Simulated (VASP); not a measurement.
# GaAs (F-43m) in VASP: notebook

The runs below take GaAs through dielectric tensor, with r2SCAN.

All numbers are computed with VASP 6.6.1; they aren't measurements. Logs are shortened: lines on timing, memory, paths and dates and some standing lists are left out, and cuts for length are marked.

### Step 1. The cell of the first run

The structure is cubic, space group F-43m (No. 216). The conventional cell has a = 5.440 Å, b = 5.440 Å, c = 5.440 Å, α = 90.00°, β = 90.00°, γ = 90.00°. Within 3.1 Å of Ga (site symmetry -43m) lie 4 As at 2.36 Å. As (site symmetry -43m) has 4 Ga at 2.36 Å within 3.1 Å.

### Step 2. Dielectric tensor, r2SCAN (strain -4.0%)

INCAR reads:

```
SYSTEM = GaAs
  PREC = Accurate
  ENCUT = 520
  EDIFF = 1E-8
  ISMEAR = 0
  SIGMA = 0.01
  LREAL = .False.
  LASPH = .True.
  NELM = 80
  ALGO = Normal
  ISIF = 2
  LWAVE = .False.
  LCHARG = .False.
  METAGGA = R2SCAN
  LMIXTAU = .True.
  LCALCEPS = .True.
```

KPOINTS reads:

```
regular mesh
0
Gamma
  6 6 6
  0 0 0
```

POSCAR reads:

```
GaAs
1.0
    0.0000000000      2.7197616916      2.7197616916
    2.7197616916      0.0000000000      2.7197616916
    2.7197616916      2.7197616916      0.0000000000
Ga As
1 1
Direct
    0.0000000000      0.0000000000      0.0000000000
    0.2500000000      0.2500000000      0.2500000000
```

Potentials or basis: VASP PAW PBE potentials, release 64 (Ga_d, As).

On the command line:

```sh
$ cat potpaw_PBE.64/Ga_d/POTCAR potpaw_PBE.64/As/POTCAR > POTCAR
$ mpirun -np 1 vasp_std > vasp.out
```

OUTCAR:

```text
SYSTEM = GaAs
   PREC = Accurate
   ENCUT = 520
   EDIFF = 1E-8
   ISMEAR = 0
   LREAL = .False.
   LASPH = .True.
   NELM = 80
   ISIF = 2
   METAGGA = R2SCAN

 ion  position               nearest neighbor table
   1  0.000  0.000  0.000-   2 2.36   2 2.36   2 2.36   2 2.36
   2  0.250  0.250  0.250-   1 2.36   1 2.36   1 2.36   1 2.36

  LATTYP: Found a face centered cubic cell.
 ALAT       =     5.4395233832

  Lattice vectors:

 A1 = (   0.0000000000,   2.7197616916,   2.7197616916)
 A2 = (   2.7197616916,   0.0000000000,   2.7197616916)
 A3 = (   2.7197616916,   2.7197616916,   0.0000000000)

Analysis of symmetry for initial positions (statically):
=====================================================================
 Subroutine PRICEL returns:
 Original cell was already a primitive cell.

 Routine SETGRP: Setting up the symmetry group for a
 face centered cubic supercell.

 Subroutine GETGRP returns: Found 24 space group operations
 (whereof 24 operations were pure point group operations)
 out of a pool of 48 trial point group operations.

The static configuration has the point symmetry T_d .

Analysis of symmetry for dynamics (positions and initial velocities):
=====================================================================
 Subroutine PRICEL returns:
 Original cell was already a primitive cell.

 Routine SETGRP: Setting up the symmetry group for a
 face centered cubic supercell.

 Subroutine GETGRP returns: Found 24 space group operations
 (whereof 24 operations were pure point group operations)
 out of a pool of 48 trial point group operations.

The dynamic configuration has the point symmetry T_d .

 Subroutine INISYM returns: Found 24 space group operations
 (whereof 24 operations are pure point group operations),
 and found     1 'primitive' translations

----------------------------------------------------------------------------------------

                                     Primitive cell

  volume of cell :      40.2367

  direct lattice vectors                    reciprocal lattice vectors
     0.000000000  2.719761692  2.719761692    -0.183839636  0.183839636  0.183839636
     2.719761692  0.000000000  2.719761692     0.183839636 -0.183839636  0.183839636
     2.719761692  2.719761692  0.000000000     0.183839636  0.183839636 -0.183839636

  length of vectors
     3.846323871  3.846323871  3.846323871     0.318419590  0.318419590  0.318419590

  position of ions in fractional coordinates (direct lattice)
     0.000000000  0.000000000  0.000000000
     0.250000000  0.250000000  0.250000000

  ion indices of the primitive-cell ions
   primitive index   ion index
                 1           1
                 2           2

----------------------------------------------------------------------------------------

 KPOINTS: regular mesh

Automatic generation of k-mesh.
 Grid dimensions read from file:
 generate k-points for:    6    6    6

 Generating k-lattice:

  Cartesian coordinates                     Fractional coordinates (reciprocal lattice)
    -0.030639939  0.030639939  0.030639939     0.166666667  0.000000000  0.000000000
     0.030639939 -0.030639939  0.030639939     0.000000000  0.166666667  0.000000000
     0.030639939  0.030639939 -0.030639939     0.000000000  0.000000000  0.166666667

  Length of vectors
     0.053069932  0.053069932  0.053069932

  Shift w.r.t. Gamma in fractional coordinates (k-lattice)
     0.000000000  0.000000000  0.000000000

 Subroutine IBZKPT returns following result:
 ===========================================

 Found     16 irreducible k-points:

 Following reciprocal coordinates:
            Coordinates               Weight
  0.000000  0.000000  0.000000      1.000000
  0.166667  0.000000  0.000000      8.000000
  0.333333  0.000000  0.000000      8.000000
  0.500000  0.000000  0.000000      4.000000
  0.166667  0.166667  0.000000      6.000000
  0.333333  0.166667  0.000000     24.000000
[... 8 lines left out ...]
 -0.333333  0.333333  0.166667     24.000000
 -0.333333  0.500000  0.166667     12.000000
   k-points           NKPTS =     16   k-points in BZ     NKDIM =     16   number of bands    NBANDS=     13
   number of dos      NEDOS =    301   number of ions     NIONS =      2
   total plane-waves  NPLWV =  27000
   dimension x,y,z NGX =    30 NGY =   30 NGZ =   30
   dimension x,y,z NGXF=    60 NGYF=   60 NGZF=   60
   ions per type =               1   1
   NGX,Y,Z   is equivalent  to a cutoff of  12.97, 12.97, 12.97 a.u.
   NGXF,Y,Z  is equivalent  to a cutoff of  25.93, 25.93, 25.93 a.u.
 SYSTEM =  GaAs
   PREC   = accura    normal or accurate (medium, high low for compatibility)
   ISTART =      0    job   : 0-new  1-cont  2-samecut
   ICHARG =      2    charge: 1-file 2-atom 10-const
   ISPIN  =      1    spin polarized calculation?
   LNONCOLLINEAR =      F non collinear calculations
   LSORBIT =      F    spin-orbit coupling
   LASPH  =      T    aspherical Exc in radial PAW
   ENCUT  =  520.0 eV  38.22 Ry    6.18 a.u.   7.15  7.15  7.15*2*pi/ulx,y,z
   NELM   =     80;   NELMIN=  2; NELMDL= -5     # of ELM steps
   EDIFF  = 0.1E-07   stopping-criterion for ELM
   LREAL  =      F    real-space projection
   EDIFFG = 0.1E-06   stopping-criterion for IOM
   NSW    =      0    number of steps for IOM
   IBRION =     -1    ionic relax: 0-MD 1-quasi-New 2-CG
   NFREE  =      0    steps in history (QN), initial steepest desc. (CG)
   ISIF   =      2    stress and relaxation
   ISYM   =      2    0-nonsym 1-usesym 2-fastsym
   POTIM  = 0.5000    time-step for ionic-motion
   TEBEG  =    0.0;   TEEND  =   0.0 temperature during run
   PSTRESS=    0.0 pullay stress
   NELECT =      18.0000    total number of electrons
   NUPDOWN=      -1.0000    fix difference up-down
   EMIN   =  10.00;   EMAX   =-10.00  energy-range for DOS
   EFERMI =   0.00;   METHOD = LEGACY
   ISMEAR =     0;   SIGMA  =   0.01  broadening in eV -4-tet -1-fermi 0-gaus
   EFERMI_NEDOS =   21; number of points for ismear=-14 and -15
   IALGO  =     38    algorithm
   IMIX   =      4    mixing-type and parameters
     AMIX     =   0.40;   BMIX     =  1.00
     AMIX_MAG =   1.60;   BMIX_MAG =  1.00
  volume/ion in A,a.u.               =      20.12       135.77
  Fermi-wavevector in a.u.,A,eV,Ry     =   1.252059  2.366049 21.329199  1.567652
  Thomas-Fermi vector in A             =   2.385977
   LORBIT       =      0    0 simple, 1 ext, 2 COOP (PROOUT), +10 PAW based schemes
   METAGGA = R2SCAN    functional components
   LHFCALC =     F    Hartree Fock is set to
   AEXX    =    0.0000 exact exchange contribution
   IVDW    =     0    specifies the selected vdW correction
   LEPSILON=     F    determine dielectric tensor
   LRPA    =     F    only Hartree local field effects (RPA)
   LRPA       =     F
 non-spin polarized calculation
 Gauss-broadening in eV      SIGMA  =   0.01
  energy-cutoff  :      520.00
  volume of cell :       40.24
 maximum number of plane-waves:      1106
 NGX is ok and might be reduce to    30
   NGX = 15   NGY = 15   NGZ = 15

 number of electron      17.9999988 magnetization

 Free energy of the ion-electron system (eV)
  ---------------------------------------------------
  ext. energy  EPLUGINS =         0.00000000
  ---------------------------------------------------
  free energy    TOTEN  =       -26.86001459 eV

  energy without entropy =      -26.86001459  energy(sigma->0) =      -26.86001459

 E-fermi :   4.9082     XC(G=0): -10.8219

 val. band max:        4.8572165877   @ k =   0.0000   0.0000   0.0000
 cond. band min:   10000.0000000000   @ k =   0.0000   0.0000   0.0000
 fundamental gap:   9995.1427834123
 Fermi energy:         4.9081650609

 k-point     1 :       0.0000    0.0000    0.0000
  band No.  band energies     occupation
      1     -10.6399      2.00000
      2     -10.6392      2.00000
      3     -10.6386      2.00000
      4     -10.5134      2.00000
      5     -10.5134      2.00000
      6      -9.2845      2.00000
      7       4.8570      2.00000
      8       4.8572      2.00000
      9       4.8572      2.00000
     10   10000.0000      0.00000
     11   10000.0000      0.00000
     12   10000.0000      0.00000
     13   10000.0000      0.00000

 k-point     2 :       0.1667    0.0000    0.0000
  band No.  band energies     occupation
      1     -10.6866      2.00000
      2     -10.6300      2.00000
      3     -10.6292      2.00000
      4     -10.5138      2.00000
      5     -10.5137      2.00000
      6      -8.8799      2.00000
      7       2.0591      2.00000
      8       4.3885      2.00000
      9       4.3886      2.00000
     10   10000.0000      0.00000
     11   10000.0000      0.00000
     12   10000.0000      0.00000
     13   10000.0000      0.00000

 k-point     3 :       0.3333    0.0000    0.0000
  band No.  band energies     occupation
      1     -10.7543      2.00000
      2     -10.6142      2.00000
      3     -10.6136      2.00000
      4     -10.5114      2.00000
      5     -10.5111      2.00000
      6      -7.8412      2.00000
      7      -1.1161      2.00000
      8       3.7315      2.00000
      9       3.7316      2.00000
     10   10000.0000      0.00000
     11   10000.0000      0.00000
     12   10000.0000      0.00000
     13   10000.0000      0.00000
[... 305 lines left out ...]
 k-point    23 :       0.0000    0.1667    0.1667
  band No.  band energies     occupation
      1     -10.7052      2.00000
      2     -10.6206      2.00000
      3     -10.6206      2.00000
      4     -10.5226      2.00000
      5     -10.5084      2.00000
      6      -8.7489      2.00000
      7       2.2436      2.00000
      8       3.6124      2.00000
      9       3.6124      2.00000
     10   10000.0000      0.00000
     11   10000.0000      0.00000
     12   10000.0000      0.00000
     13   10000.0000      0.00000

 k-point    24 :       0.0000    0.3333    0.1667
  band No.  band energies     occupation
      1     -10.7561      2.00000
      2     -10.6067      2.00000
      3     -10.6029      2.00000
      4     -10.5275      2.00000
      5     -10.5048      2.00000
      6      -7.9147      2.00000
      7      -0.2455      2.00000
      8       2.6916      2.00000
      9       2.9475      2.00000
     10   10000.0000      0.00000
     11   10000.0000      0.00000
     12   10000.0000      0.00000
     13   10000.0000      0.00000

 [... further k-points ...]

------------------------ aborting loop because EDIFF is reached ----------------------------------------

            Ionic dipole moment: p[ion]=(     6.79940     6.79940     6.79940 ) |e| Angst

 Total electronic dipole moment: p[elc]=(     0.01288     0.01288     0.03242 ) |e| Angst

 MACROSCOPIC STATIC DIELECTRIC TENSOR (including local field effects)
 ------------------------------------------------------
           9.807034    -0.000000    -0.000000
           0.000000     9.807034    -0.000000
          -0.000000     0.000000     9.807034
 ------------------------------------------------------

 PIEZOELECTRIC TENSOR (including local field effects) (e Angst)
          XX          YY          ZZ          XY          YZ          ZX
  --------------------------------------------------------------------------------
  x     0.00000    -0.00000    -0.00000     0.00000    -1.84452     0.00000
  y     0.00000    -0.00000     0.00000    -0.00000    -0.00000    -1.84452
  z    -0.00000    -0.00000     0.00000    -1.84452     0.00000    -0.00000

 PIEZOELECTRIC TENSOR (including local field effects) (C/m^2)
          XX          YY          ZZ          XY          YZ          ZX
  --------------------------------------------------------------------------------
  x     0.00000    -0.00000    -0.00000     0.00000    -0.73447     0.00000
  y     0.00000    -0.00000     0.00000    -0.00000    -0.00000    -0.73447
  z    -0.00000    -0.00000     0.00000    -0.73447     0.00000    -0.00000

 BORN EFFECTIVE CHARGES (including local field effects) (in |e|, cummulative output)
 ---------------------------------------------------------------------------------
 ion    1
    1     1.93091    -0.00000    -0.00000
    2     0.00000     1.93091    -0.00000
    3     0.00000     0.00000     1.93091
 ion    2
    1    -1.93091     0.00000     0.00000
    2     0.00000    -1.93091     0.00000
    3     0.00000     0.00000    -1.93091

  FORCE on cell =-STRESS in cart. coord.  units (eV):
  Direction    XX          YY          ZZ          XY          YZ          ZX
  --------------------------------------------------------------------------------------
  -------------------------------------------------------------------------------------
  Total        3.0006847      3.0006847      3.0006847      0.0000000     -0.0000000     -0.0000000
  in kB      119.4836259    119.4836259    119.4836259      0.0000000     -0.0000000     -0.0000000
  external PRESSURE =     119.4836259 kB  Pullay stress =       0.0000000 kB

 VOLUME and BASIS-vectors are now :
 -----------------------------------------------------------------------------
  energy-cutoff  :      520.00
  volume of cell :       40.24
      direct lattice vectors                 reciprocal lattice vectors
     0.000000000  2.719761692  2.719761692    -0.183839636  0.183839636  0.183839636
     2.719761692  0.000000000  2.719761692     0.183839636 -0.183839636  0.183839636
     2.719761692  2.719761692  0.000000000     0.183839636  0.183839636 -0.183839636

 POSITION                                       TOTAL-FORCE (eV/Angst)
 -----------------------------------------------------------------------------------
      0.00000      0.00000      0.00000         0.000000      0.000000      0.000000
      1.35988      1.35988      1.35988        -0.000000     -0.000000     -0.000000
 -----------------------------------------------------------------------------------
    total drift:                                0.000009      0.000009      0.000009

  FREE ENERGIE OF THE ION-ELECTRON SYSTEM (eV)
  ---------------------------------------------------
  free  energy   TOTEN  =       -26.8600145854 eV

  energy  without entropy=      -26.8600145854  energy(sigma->0) =      -26.86001459
```

It took 21 min on 1 thread of Intel Xeon 6975P-C (Granite Rapids), shared host; peak memory 0.3 GiB.

What came out:

```yaml
Band_gap_on_the_k_mesh: 1.52 eV (least direct gap 1.96 eV)
Electronic_dielectric_tensor_diagonal: 9.81
Born_charges_mean_of_the_diagonal: Ga +1.93; As -1.93 e
```

Electronic dielectric tensor:
```
9.81 0.00 0.00
0.00 9.81 0.00
0.00 0.00 9.81
```

Born effective charge tensors (e):
atom 1, Ga
```
1.93 0.00 0.00
0.00 1.93 0.00
0.00 0.00 1.93
```
atom 2, As
```
-1.93  0.00  0.00
 0.00 -1.93  0.00
 0.00  0.00 -1.93
```

Dipole moments of the cell (e·Å, modulo the quantum): ionic 6.799, 6.799, 6.799; electronic 0.013, 0.013, 0.032

Caveat: the cell differs from its parent crystal (strain -4.0%); the PAW data sets were made with another functional, which shifts forces and pressure a little.

(Continued in part 2 of 2.)

The gap in the log of VASP goes by the Fermi energy; the results here count the filled bands.